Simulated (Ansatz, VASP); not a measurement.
One calculation of CsSnI3, two programs

```xyz
5
Lattice="6.2981 0.0000 0.0000 0.0000 6.2981 0.0000 0.0000 0.0000 6.2981" Properties=species:S:1:pos:R:3 pbc="T T T"
Cs    0.0000    0.0000    0.0000
Sn    3.1490    3.1490    3.1490
I     3.1490    3.1490    0.0000
I     3.1490    0.0000    3.1490
I     0.0000    3.1490    3.1490
```

Alike in both runs: task single point; functional PBE; k mesh 4 × 4 × 4; no spin polarisation.

|  | VASP | Ansatz |
| --- | --- | --- |
| version | VASP 6.6.1 | Ansatz 0.2.0 |
| potentials or method | VASP PAW PBE potentials, release 64 (Cs_sv, Sn_d, I) | plane waves, PAW |
| plane-wave cutoff (eV) | 520 | 420 |
| occupations | gaussian, width 0.01 eV | fixed |
| valence electrons in the cell | 44 | 74 |

|  | VASP | Ansatz | Ansatz less VASP |
| --- | --- | --- | --- |
| gap on the k mesh at the Fermi level (eV) | 0.49 | 0.50 | +0.005 |
| pressure (GPa) | 0.0 | 0.0 | 0.00 |

VASP's potentials hold 44 valence electrons a cell and Ansatz's 74, so a difference there can come from the potentials and not from the codes.

Neither program's run includes spin-orbit coupling.
